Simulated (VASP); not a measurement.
# Bi3O (I4/mmm) in VASP: relaxation of cell and atoms with PBE

Aim: the relaxation of cell and atoms of Bi3O with PBE.

All numbers are computed with VASP 6.6.1; they aren't measurements. Logs are shortened: lines on timing, memory, paths and dates and some standing lists are left out, and cuts for length are marked.

## (1) The cell of the first run

Symmetry: I4/mmm, No. 139, tetragonal system. The conventional cell has a = 5.266 Å, b = 5.266 Å, c = 8.092 Å, α = 90.00°, β = 90.00°, γ = 90.00°. Within 2.6 Å of Bi (site symmetry 4mm) lie 1 O at 1.95 Å and 1 Bi at 2.09 Å. Within 2.8 Å of Bi (site symmetry 4/mmm) lie 2 Bi at 2.09 Å. O (site symmetry 4/mmm) has 2 Bi at 1.95 Å within 2.6 Å.

The cell was generated, and may not be a known phase.

## (2) Relaxation of cell and atoms, PBE

Contents of INCAR:

```
SYSTEM = Bi3O
PREC = Accurate ; ENCUT = 600
EDIFF = 1E-7 ; ISMEAR = 0
SIGMA = 0.2 ; LREAL = .FALSE.
LASPH = .TRUE. ; NELM = 120
ALGO = Normal ; ISIF = 3
LWAVE = .FALSE. ; LCHARG = .FALSE.
GGA = PE ; IBRION = 2
NSW = 36 ; EDIFFG = -0.08
GGA_COMPAT = .FALSE. ; NELMIN = 4
```

Contents of KPOINTS:

```
Automatic mesh
0
G
  5 5 5
  0 0 0
```

Contents of POSCAR:

```
Bi3O
1.0
   -2.6331923800      2.6331923800      4.0462457400
    2.6331923800     -2.6331923800      4.0462457400
    2.6331923800      2.6331923800     -4.0462457400
Bi O
3 1
Direct
    0.7413730400      0.7413730400      0.0000000000
    0.2586269600      0.2586269600      0.0000000000
    0.0000000000      0.0000000000      0.0000000000
    0.5000000000      0.5000000000      0.0000000000
```

Potentials or basis: VASP PAW PBE potentials, release 64 (Bi_d, O).

On the command line:

```bash
$ cat potpaw_PBE.64/Bi_d/POTCAR potpaw_PBE.64/O/POTCAR > POTCAR
$ mpirun -np 1 vasp_std > vasp.out
```

OUTCAR:

```text
SYSTEM = Bi3O
   PREC = Accurate
   ENCUT = 600
   EDIFF = 1E-7
   ISMEAR = 0
   LREAL = .FALSE.
   LASPH = .TRUE.
   NELM = 120
   ISIF = 3
   GGA = PE
   IBRION = 2
   NSW = 36
   EDIFFG = -0.08
   NELMIN = 4

 ion  position               nearest neighbor table
   1  0.741  0.741  0.000-   4 1.95   3 2.09   2 3.73   2 3.73   2 3.73   2 3.73   2 3.91
   2  0.259  0.259  0.000-   4 1.95   3 2.09   1 3.73   1 3.73   1 3.73   1 3.73   1 3.91
   3  0.000  0.000  0.000-   1 2.09   2 2.09
   4  0.500  0.500  0.000-   1 1.95   2 1.95

  LATTYP: Found a body centered tetragonal cell.
 ALAT       =     5.2663847600
 C/A-ratio  =     1.5366312658

  Lattice vectors:

 A1 = (  -2.6331923800,   2.6331923800,   4.0462457400)
 A2 = (   2.6331923800,  -2.6331923800,   4.0462457400)
 A3 = (   2.6331923800,   2.6331923800,  -4.0462457400)

Analysis of symmetry for initial positions (statically):
=====================================================================
 Subroutine PRICEL returns:
 Original cell was already a primitive cell.

 Routine SETGRP: Setting up the symmetry group for a
 body centered tetragonal supercell.

 Subroutine GETGRP returns: Found 16 space group operations
 (whereof 16 operations were pure point group operations)
 out of a pool of 16 trial point group operations.

The static configuration has the point symmetry D_4h.

Analysis of symmetry for dynamics (positions and initial velocities):
=====================================================================
 Subroutine PRICEL returns:
 Original cell was already a primitive cell.

 Routine SETGRP: Setting up the symmetry group for a
 body centered tetragonal supercell.

 Subroutine GETGRP returns: Found 16 space group operations
 (whereof 16 operations were pure point group operations)
 out of a pool of 16 trial point group operations.

The dynamic configuration has the point symmetry D_4h.

 Subroutine INISYM returns: Found 16 space group operations
 (whereof 16 operations are pure point group operations),
 and found     1 'primitive' translations

----------------------------------------------------------------------------------------

                                     Primitive cell

  volume of cell :     112.2219

  direct lattice vectors                    reciprocal lattice vectors
    -2.633192380  2.633192380  4.046245740     0.000000000  0.189883582  0.123571338
     2.633192380 -2.633192380  4.046245740     0.189883582  0.000000000  0.123571338
     2.633192380  2.633192380 -4.046245740     0.189883582  0.189883582  0.000000000

  length of vectors
     5.499046173  5.499046173  5.499046173     0.226551650  0.226551650  0.268535936

  position of ions in fractional coordinates (direct lattice)
     0.741373040  0.741373040  0.000000000
     0.258626960  0.258626960  0.000000000
     0.000000000  0.000000000  0.000000000
     0.500000000  0.500000000  0.000000000

  ion indices of the primitive-cell ions
   primitive index   ion index
                 1           1
                 2           2
                 3           3
                 4           4

----------------------------------------------------------------------------------------

 KPOINTS: Automatic mesh

Automatic generation of k-mesh.
 Grid dimensions read from file:
 generate k-points for:    5    5    5

 Generating k-lattice:

  Cartesian coordinates                     Fractional coordinates (reciprocal lattice)
     0.000000000  0.037976716  0.024714268     0.200000000  0.000000000  0.000000000
     0.037976716  0.000000000  0.024714268     0.000000000  0.200000000  0.000000000
     0.037976716  0.037976716  0.000000000     0.000000000  0.000000000  0.200000000

  Length of vectors
     0.045310330  0.045310330  0.053707187

  Shift w.r.t. Gamma in fractional coordinates (k-lattice)
     0.000000000  0.000000000  0.000000000

 Subroutine IBZKPT returns following result:
 ===========================================

 Found     18 irreducible k-points:

 Following reciprocal coordinates:
            Coordinates               Weight
  0.000000  0.000000  0.000000      1.000000
  0.200000 -0.000000  0.000000      8.000000
  0.400000  0.000000 -0.000000      8.000000
  0.200000  0.200000  0.000000      8.000000
  0.400000  0.200000  0.000000     16.000000
 -0.400000  0.200000  0.000000     16.000000
[... 10 lines left out ...]
 -0.400000  0.400000  0.400000      4.000000
 -0.400000 -0.400000  0.400000      2.000000
   k-points           NKPTS =     18   k-points in BZ     NKDIM =     18   number of bands    NBANDS=     30
   number of dos      NEDOS =    301   number of ions     NIONS =      4
   total plane-waves  NPLWV = 110592
   dimension x,y,z NGX =    48 NGY =   48 NGZ =   48
   dimension x,y,z NGXF=    96 NGYF=   96 NGZF=   96
   ions per type =               3   1
   NGX,Y,Z   is equivalent  to a cutoff of  14.51, 14.51, 14.51 a.u.
   NGXF,Y,Z  is equivalent  to a cutoff of  29.02, 29.02, 29.02 a.u.
 SYSTEM =  Bi3O
   PREC   = accura    normal or accurate (medium, high low for compatibility)
   ISTART =      0    job   : 0-new  1-cont  2-samecut
   ICHARG =      2    charge: 1-file 2-atom 10-const
   ISPIN  =      1    spin polarized calculation?
   LNONCOLLINEAR =      F non collinear calculations
   LSORBIT =      F    spin-orbit coupling
   LASPH  =      T    aspherical Exc in radial PAW
   ENCUT  =  600.0 eV  44.10 Ry    6.64 a.u.  10.98 10.98 10.98*2*pi/ulx,y,z
   NELM   =    120;   NELMIN=  4; NELMDL= -5     # of ELM steps
   EDIFF  = 0.1E-06   stopping-criterion for ELM
   LREAL  =      F    real-space projection
   EDIFFG = -.8E-01   stopping-criterion for IOM
   NSW    =     36    number of steps for IOM
   IBRION =      2    ionic relax: 0-MD 1-quasi-New 2-CG
   NFREE  =      1    steps in history (QN), initial steepest desc. (CG)
   ISIF   =      3    stress and relaxation
   ISYM   =      2    0-nonsym 1-usesym 2-fastsym
   POTIM  = 0.5000    time-step for ionic-motion
   TEBEG  =    0.0;   TEEND  =   0.0 temperature during run
   PSTRESS=    0.0 pullay stress
   NELECT =      51.0000    total number of electrons
   NUPDOWN=      -1.0000    fix difference up-down
   EMIN   =  10.00;   EMAX   =-10.00  energy-range for DOS
   EFERMI =   0.00;   METHOD = LEGACY
   ISMEAR =     0;   SIGMA  =   0.20  broadening in eV -4-tet -1-fermi 0-gaus
   EFERMI_NEDOS =   21; number of points for ismear=-14 and -15
   IALGO  =     38    algorithm
   IMIX   =      4    mixing-type and parameters
     AMIX     =   0.40;   BMIX     =  1.00
     AMIX_MAG =   1.60;   BMIX_MAG =  1.00
  volume/ion in A,a.u.               =      28.06       189.33
  Fermi-wavevector in a.u.,A,eV,Ry     =   1.258652  2.378508 21.554423  1.584205
  Thomas-Fermi vector in A             =   2.392251
   LORBIT       =      0    0 simple, 1 ext, 2 COOP (PROOUT), +10 PAW based schemes
   GGA     = PE    functional components
   LHFCALC =     F    Hartree Fock is set to
   AEXX    =    0.0000 exact exchange contribution
   IVDW    =     0    specifies the selected vdW correction
   LEPSILON=     F    determine dielectric tensor
   LRPA    =     F    only Hartree local field effects (RPA)
 conjugate gradient relaxation of ions
 non-spin polarized calculation
 Gauss-broadening in eV      SIGMA  =   0.20
  energy-cutoff  :      600.00
  volume of cell :      112.22
 maximum number of plane-waves:      3769
 NGX is ok and might be reduce to    48
   NGX = 21   NGY = 21   NGZ = 21

--------------------------------------- Ionic step        1  -------------------------------------------

 number of electron      50.9999996 magnetization

 Free energy of the ion-electron system (eV)
  ---------------------------------------------------
  ext. energy  EPLUGINS =         0.00000000
  ---------------------------------------------------
  free energy    TOTEN  =        -1.37776026 eV

  energy without entropy =       -1.33727147  energy(sigma->0) =       -1.35751586

 E-fermi :   6.5469     XC(G=0):  -9.3067

 val. band max:        6.5130217395   @ k =   0.4000   0.2000   0.0000
 cond. band min:       6.7259286219   @ k =  -0.2000  -0.2000   0.2000
 fundamental gap:      0.2129068824
 Fermi energy:         6.5468839223

 k-point     1 :       0.0000    0.0000    0.0000
  band No.  band energies     occupation
      1     -21.8346      2.00000
      2     -19.4009      2.00000
      3     -19.4009      2.00000
      4     -18.3287      2.00000
      5     -17.7675      2.00000
      6     -17.7542      2.00000
[... 618 lines left out ...]
  energy  without entropy=       -1.3372714709  energy(sigma->0) =       -1.35751586

--------------------------------------- Ionic step        2  -------------------------------------------

 number of electron      51.0000102 magnetization

 E-fermi :  -0.2591     XC(G=0):  -5.7390

 val. band max:       -0.4228540232   @ k =  -0.4000   0.4000   0.2000
 cond. band min:      -0.1816715963   @ k =  -0.4000  -0.4000   0.4000
 fundamental gap:      0.2411824269
 Fermi energy:        -0.2591268046

 k-point     1 :       0.0000    0.0000    0.0000
  band No.  band energies     occupation
      1     -23.7665      2.00000
      2     -23.7601      2.00000
      3     -23.6162      2.00000
      4     -23.6138      2.00000
      5     -23.6022      2.00000
      6     -23.5830      2.00000
[... 596 lines left out ...]
 VOLUME and BASIS-vectors are now :
 -----------------------------------------------------------------------------
  energy-cutoff  :      600.00
  volume of cell :      287.14
      direct lattice vectors                 reciprocal lattice vectors
    -2.643731893  2.643731893 10.270724511     0.000000000  0.189126591  0.048682057
     2.643731893 -2.643731893 10.270724511     0.189126591  0.000000000  0.048682057
     2.643731893  2.643731893-10.270724511     0.189126591  0.189126591  0.000000000

 POSITION                                       TOTAL-FORCE (eV/Angst)
 -----------------------------------------------------------------------------------
      0.00000      0.00000     12.61109        -0.000000     -0.000000     -1.468187
      2.64373      2.64373     -2.34036         0.000000      0.000000      1.468187
      0.00000      0.00000     -0.00000         0.000000      0.000000      0.000000
      0.00000      0.00000     10.27072         0.000000      0.000000     -0.000000
 -----------------------------------------------------------------------------------
    total drift:                                0.000000     -0.000000     -0.000000

  FREE ENERGIE OF THE ION-ELECTRON SYSTEM (eV)
  ---------------------------------------------------
  free  energy   TOTEN  =        17.7085963191 eV
[... 35 lines left out ...]
  FREE ENERGIE OF THE ION-ELECTRON SYSTEM (eV)
  ---------------------------------------------------
  free  energy   TOTEN  =       -12.5320943652 eV

  energy  without entropy=      -12.4166832567  energy(sigma->0) =      -12.47438881

 E-fermi :   3.3559     XC(G=0):  -8.3087

 val. band max:        3.3333449215   @ k =  -0.4000   0.4000   0.4000
 cond. band min:       3.3721148926   @ k =  -0.4000   0.4000   0.4000
 fundamental gap:      0.0387699711
 Fermi energy:         3.3559059861

 k-point     1 :       0.0000    0.0000    0.0000
  band No.  band energies     occupation
      1     -20.0821      2.00000
      2     -19.8643      2.00000
      3     -19.7842      2.00000
      4     -19.7830      2.00000
      5     -19.7781      2.00000
      6     -19.7721      2.00000
[... 583 lines left out ...]
     29       4.8514      0.00000
     30       5.0452      0.00000

[... ionic steps 4 to 25 ...]

--------------------------------------- Ionic step       26  -------------------------------------------

 number of electron      51.0000003 magnetization

------------------------ aborting loop because EDIFF is reached ----------------------------------------

  FORCE on cell =-STRESS in cart. coord.  units (eV):
  Direction    XX          YY          ZZ          XY          YZ          ZX
  --------------------------------------------------------------------------------------
  -------------------------------------------------------------------------------------
  Total        0.2863098      0.2863098     -0.3938363      0.0000000      0.0000000      0.0000000
  in kB        4.4186440      4.4186440     -6.0781103      0.0000000      0.0000000      0.0000000
  external PRESSURE =       0.9197259 kB  Pullay stress =       0.0000000 kB
[... 61 lines left out ...]
  energy  without entropy=      -16.7487464213  energy(sigma->0) =      -16.77440666

--------------------------------------- Ionic step       28  -------------------------------------------

 number of electron      51.0000001 magnetization

 Free energy of the ion-electron system (eV)
  ---------------------------------------------------
  ext. energy  EPLUGINS =         0.00000000
  ---------------------------------------------------
  free energy    TOTEN  =       -16.80893338 eV

  energy without entropy =      -16.75808819  energy(sigma->0) =      -16.78351079

 E-fermi :   7.2372     XC(G=0): -10.1571

 val. band max:        7.1796355693   @ k =   0.4000   0.2000   0.0000
 cond. band min:       7.2438150233   @ k =  -0.4000  -0.4000   0.2000
 fundamental gap:      0.0641794540
 Fermi energy:         7.2372473204

 k-point     1 :       0.0000    0.0000    0.0000
  band No.  band energies     occupation
      1     -16.0758      2.00000
      2     -16.0494      2.00000
      3     -15.9674      2.00000
      4     -15.9622      2.00000
      5     -15.9622      2.00000
      6     -15.9433      2.00000
[... 614 lines left out ...]
  FREE ENERGIE OF THE ION-ELECTRON SYSTEM (eV)
  ---------------------------------------------------
  free  energy   TOTEN  =       -16.8089333830 eV

  energy  without entropy=      -16.7580881916  energy(sigma->0) =      -16.78351079

 reached required accuracy - stopping structural energy minimisation
```

Run time: 63 min. Hardware: 1 thread of Intel Xeon 8259CL, shared host; peak memory 0.38 GiB.

Results:

```
Free energy                           : -16.8089 eV
Relaxed volume                        : 26.10 Å³/atom
Relaxed cell                          : a = 6.516 Å, b = 6.516 Å, c = 6.516 Å, α = 141.94°, β = 141.94°, γ = 54.92°
Space group after relaxing (to 0.1 Å) : I4/mmm (No. 139)
Pressure after relaxing               : -0.2 GPa
Largest force after relaxing          : 0.014 eV/Å
Band gap on the k mesh                : zero (an odd number of electrons rules out a gap without spin polarisation)
```

Forces on the atoms (eV/Å):
```
Bi   0.000  0.000 -0.014
Bi   0.000  0.000  0.014
Bi   0.000  0.000  0.000
O    0.000  0.000  0.000
```

Final structure:
```cif
data_structure
_symmetry_space_group_name_H-M 'P 1'
_symmetry_Int_Tables_number 1
_cell_length_a 6.5159
_cell_length_b 6.5159
_cell_length_c 6.5159
_cell_angle_alpha 141.941
_cell_angle_beta 141.941
_cell_angle_gamma 54.917
_cell_volume 104.39
loop_
_atom_site_label
_atom_site_type_symbol
_atom_site_fract_x
_atom_site_fract_y
_atom_site_fract_z
_atom_site_occupancy
Bi1 Bi 0.70117 0.70117 0.00000 1
Bi2 Bi 0.29883 0.29883 0.00000 1
Bi3 Bi 0.00000 0.00000 0.00000 1
O1 O 0.50000 0.50000 0.00000 1
```

Caveat: a cell axis changed by over 15 % at a fixed basis, so the end point is rough; spin-orbit coupling is left out, which moves the levels of the heavy elements.

The gap in the log of VASP goes by the Fermi energy; the results here count the filled bands.